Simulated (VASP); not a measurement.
# Sb (Pm-3m) in VASP: notebook

The runs below take Sb through single point, with PBEsol.

Program: VASP 6.6.1. These are calculated values, not measurements. Logs are shortened: lines on timing, memory, paths and dates and some standing lists are left out, and cuts for length are marked.

### Step 1. The cell of the first run

The structure is cubic, space group Pm-3m (No. 221). The conventional cell has a = 3.202 Å, b = 3.202 Å, c = 3.202 Å, α = 90.00°, β = 90.00°, γ = 90.00°. Within 4.2 Å of Sb (site symmetry m-3m) lie 6 Sb at 3.20 Å.

### Step 2. Single point, PBEsol

Contents of INCAR:

```
SYSTEM = Sb
PREC = Accurate
ENCUT = 520
EDIFF = 1E-6
ISMEAR = -1
SIGMA = 0.05
LREAL = .FALSE.
LASPH = .TRUE.
NELM = 60
ALGO = Normal
ISIF = 2
LWAVE = .FALSE.
LCHARG = .FALSE.
GGA = PS
NBANDS = 8
```

Contents of KPOINTS:

```
regular mesh
0
G
  9 9 9
  0 0 0
```

Contents of POSCAR:

```
Sb
1.0
    3.2015837161      0.0000000000      0.0000000000
    0.0000000000      3.2015837161      0.0000000000
    0.0000000000      0.0000000000      3.2015837161
Sb
1
Direct
    0.0000000000      0.0000000000      0.0000000000
```

Potentials or basis: VASP PAW PBE potentials, release 64 (Sb).

Launch:

```bash
$ cat potpaw_PBE.64/Sb/POTCAR > POTCAR
$ mpirun -np 1 vasp_std > vasp.out
```

OUTCAR:

```text
SYSTEM = Sb
   PREC = Accurate
   ENCUT = 520
   EDIFF = 1E-6
   ISMEAR = -1
   LREAL = .FALSE.
   LASPH = .TRUE.
   NELM = 60
   ISIF = 2
   GGA = PS

 ion  position               nearest neighbor table
   1  0.000  0.000  0.000-

  LATTYP: Found a simple cubic cell.
 ALAT       =     3.2015837161

  Lattice vectors:

 A1 = (   3.2015837161,   0.0000000000,   0.0000000000)
 A2 = (   0.0000000000,   3.2015837161,   0.0000000000)
 A3 = (   0.0000000000,   0.0000000000,   3.2015837161)

Analysis of symmetry for initial positions (statically):
=====================================================================
 Subroutine PRICEL returns:
 Original cell was already a primitive cell.

 Routine SETGRP: Setting up the symmetry group for a
 simple cubic supercell.

 Subroutine GETGRP returns: Found 48 space group operations
 (whereof 48 operations were pure point group operations)
 out of a pool of 48 trial point group operations.

The static configuration has the point symmetry O_h .

Analysis of symmetry for dynamics (positions and initial velocities):
=====================================================================
 Subroutine PRICEL returns:
 Original cell was already a primitive cell.

 Routine SETGRP: Setting up the symmetry group for a
 simple cubic supercell.

 Subroutine GETGRP returns: Found 48 space group operations
 (whereof 48 operations were pure point group operations)
 out of a pool of 48 trial point group operations.

The dynamic configuration has the point symmetry O_h .

 Subroutine INISYM returns: Found 48 space group operations
 (whereof 48 operations are pure point group operations),
 and found     1 'primitive' translations

----------------------------------------------------------------------------------------

                                     Primitive cell

  volume of cell :      32.8167

  direct lattice vectors                    reciprocal lattice vectors
     3.201583716  0.000000000  0.000000000     0.312345417  0.000000000  0.000000000
     0.000000000  3.201583716  0.000000000     0.000000000  0.312345417  0.000000000
     0.000000000  0.000000000  3.201583716     0.000000000  0.000000000  0.312345417

  length of vectors
     3.201583716  3.201583716  3.201583716     0.312345417  0.312345417  0.312345417

  position of ions in fractional coordinates (direct lattice)
     0.000000000  0.000000000  0.000000000

  ion indices of the primitive-cell ions
   primitive index   ion index
[... 70 lines left out ...]
   LASPH  =      T    aspherical Exc in radial PAW
   ENCUT  =  520.0 eV  38.22 Ry    6.18 a.u.   5.95  5.95  5.95*2*pi/ulx,y,z
   NELM   =     60;   NELMIN=  2; NELMDL= -5     # of ELM steps
   EDIFF  = 0.1E-05   stopping-criterion for ELM
   LREAL  =      F    real-space projection
   EDIFFG = 0.1E-04   stopping-criterion for IOM
   NSW    =      0    number of steps for IOM
   IBRION =     -1    ionic relax: 0-MD 1-quasi-New 2-CG
   NFREE  =      0    steps in history (QN), initial steepest desc. (CG)
   ISIF   =      2    stress and relaxation
   ISYM   =      2    0-nonsym 1-usesym 2-fastsym
   POTIM  = 0.5000    time-step for ionic-motion
   TEBEG  =    0.0;   TEEND  =   0.0 temperature during run
   PSTRESS=    0.0 pullay stress
   NELECT =       5.0000    total number of electrons
   NUPDOWN=      -1.0000    fix difference up-down
   EMIN   =  10.00;   EMAX   =-10.00  energy-range for DOS
   EFERMI =   0.00;   METHOD = LEGACY
   ISMEAR =    -1;   SIGMA  =   0.05  broadening in eV -4-tet -1-fermi 0-gaus
   EFERMI_NEDOS =   21; number of points for ismear=-14 and -15
   IALGO  =     38    algorithm
   IMIX   =      4    mixing-type and parameters
     AMIX     =   0.40;   BMIX     =  1.00
     AMIX_MAG =   1.60;   BMIX_MAG =  1.00
  volume/ion in A,a.u.               =      32.82       221.46
  Fermi-wavevector in a.u.,A,eV,Ry     =   0.874380  1.652338 10.402192  0.764540
  Thomas-Fermi vector in A             =   1.993902
   LORBIT       =      0    0 simple, 1 ext, 2 COOP (PROOUT), +10 PAW based schemes
   GGA     = PS    functional components
   LHFCALC =     F    Hartree Fock is set to
   AEXX    =    0.0000 exact exchange contribution
   IVDW    =     0    specifies the selected vdW correction
   LEPSILON=     F    determine dielectric tensor
   LRPA    =     F    only Hartree local field effects (RPA)
 non-spin polarized calculation
  energy-cutoff  :      520.00
  volume of cell :       32.82
 maximum number of plane-waves:       901
 NGX is ok and might be reduce to    24
   NGX = 11   NGY = 11   NGZ = 11

 number of electron       5.0000001 magnetization

 Free energy of the ion-electron system (eV)
  ---------------------------------------------------
  ext. energy  EPLUGINS =         0.00000000
  ---------------------------------------------------
  free energy    TOTEN  =        -4.44454560 eV

  energy without entropy =       -4.43982559  energy(sigma->0) =       -4.44218560

 E-fermi :   5.8813     XC(G=0):  -9.3600

 val. band max:        5.7937793785   @ k =   0.4444   0.3333   0.3333
 cond. band min:       5.9307835813   @ k =   0.3333   0.2222   0.0000
 fundamental gap:      0.1370042028
 Fermi energy:         5.8813493838

 k-point     1 :       0.0000    0.0000    0.0000
  band No.  band energies     occupation
      1      -5.8698      2.00000
      2       8.8559      0.00000
      3       8.8559      0.00000
      4       8.8559      0.00000
      5      12.6958      0.00000
      6      12.6958      0.00000
      7      13.4040      0.00000
      8      23.0118      0.00000
[... 243 lines left out ...]
 k-point    24 :       0.4444    0.3333    0.1111
  band No.  band energies     occupation
      1      -2.3758      2.00000
      2       2.4533      2.00000
      3       4.4565      2.00000
      4       9.9677      0.00000
      5      10.2175      0.00000
      6      15.5400      0.00000
      7      17.1434      0.00000
      8      18.6007      0.00000

 [... further k-points ...]
[... 5 lines left out ...]
  --------------------------------------------------------------------------------------
  -------------------------------------------------------------------------------------
  Total       -1.2794391     -1.2794391     -1.2794391     -0.0000000      0.0000000     -0.0000000
  in kB      -62.4648360    -62.4648360    -62.4648360     -0.0000000      0.0000000     -0.0000000
  external PRESSURE =     -62.4648360 kB  Pullay stress =       0.0000000 kB

 VOLUME and BASIS-vectors are now :
 -----------------------------------------------------------------------------
  energy-cutoff  :      520.00
  volume of cell :       32.82
      direct lattice vectors                 reciprocal lattice vectors
     3.201583716  0.000000000  0.000000000     0.312345417  0.000000000  0.000000000
     0.000000000  3.201583716  0.000000000     0.000000000  0.312345417  0.000000000
     0.000000000  0.000000000  3.201583716     0.000000000  0.000000000  0.312345417

 POSITION                                       TOTAL-FORCE (eV/Angst)
 -----------------------------------------------------------------------------------
      0.00000      0.00000      0.00000         0.000000      0.000000      0.000000
 -----------------------------------------------------------------------------------
    total drift:                               -0.000000      0.000000      0.000000

  FREE ENERGIE OF THE ION-ELECTRON SYSTEM (eV)
  ---------------------------------------------------
  free  energy   TOTEN  =        -4.4445456046 eV

  energy  without entropy=       -4.4398255875  energy(sigma->0) =       -4.44218560
```

stdout:

```text
POSCAR found type information on POSCAR Sb
 POSCAR found :  1 types and       1 ions
 scaLAPACK will be used
 -----------------------------------------------------------------------------
|                                                                             |
|                                                                             |
|     You enforced a specific xc type in the INCAR file but a different       |
|     I HOPE YOU KNOW WHAT YOU ARE DOING!                                     |
|                                                                             |
 -----------------------------------------------------------------------------

 LDA part: xc-table for (Slater+PW92), standard interpolation
 POSCAR, INCAR and KPOINTS ok, starting setup
 FFT: planning ... GRIDC
 FFT: planning ... GRID_SOFT
 FFT: planning ... GRID
 WAVECAR not read
 entering main loop
```

Wall time 5.2 s (1 thread of Intel Xeon 8259CL, shared host); peak memory 0.14 GiB.

What came out:

```
Free energy : -4.4445 eV
Pressure    : -6.2 GPa
```

Levels at points of the mesh, in eV from the Fermi level:
| k point | band 1 | band 2 | band 3 | band 4 | band 5 | band 6 |
| --- | --- | --- | --- | --- | --- | --- |
| (0.00, 0.00, 0.00) | -11.75 | 2.97 | 2.97 | 2.97 | 6.81 | 6.81 |

Caveat: the PAW data sets were made with another functional, which shifts forces and pressure a little; spin-orbit coupling is left out, which moves the levels of the heavy elements.

### Step 3. Single point, PBEsol

This run uses another cell than the first one, of 33.45 Å³/atom, 1.019 times its volume.

Contents of INCAR:

```
SYSTEM = Sb
PREC = Accurate ; ENCUT = 520
EDIFF = 1E-6 ; ISMEAR = -1
SIGMA = 0.05 ; LREAL = .False.
LASPH = .True. ; NELM = 60
ALGO = Normal ; ISIF = 2
LWAVE = .False. ; LCHARG = .False.
GGA = PS ; NBANDS = 8
```

Contents of KPOINTS:

```
regular mesh
0
Gamma
  9 9 9
  0 0 0
```

Contents of POSCAR:

```
Sb
1.0
    3.2219765189      0.0000000000      0.0000000000
    0.0000000000      3.2219765189      0.0000000000
    0.0000000000      0.0000000000      3.2219765189
Sb
1
Direct
    0.0000000000      0.0000000000      0.0000000000
```

Potentials or basis: VASP PAW PBE potentials, release 64 (Sb).

Launch:

```bash
$ cat potpaw_PBE.64/Sb/POTCAR > POTCAR
$ mpirun -np 1 vasp_std > vasp.out
```

Wall time 7.2 s (1 thread of Intel Xeon 8259CL, shared host); peak memory 0.14 GiB.

Results (log left out):

* Free energy: -4.4188 eV
* Pressure: -6.8 GPa

Levels at points of the mesh, in eV from the Fermi level:
| k point | band 1 | band 2 | band 3 | band 4 | band 5 |
| --- | --- | --- | --- | --- | --- |
| (0.00, 0.00, 0.00) | -11.62 | 2.93 | 2.93 | 2.93 | 6.80 |

Caveat: the PAW data sets were made with another functional, which shifts forces and pressure a little; spin-orbit coupling is left out, which moves the levels of the heavy elements.
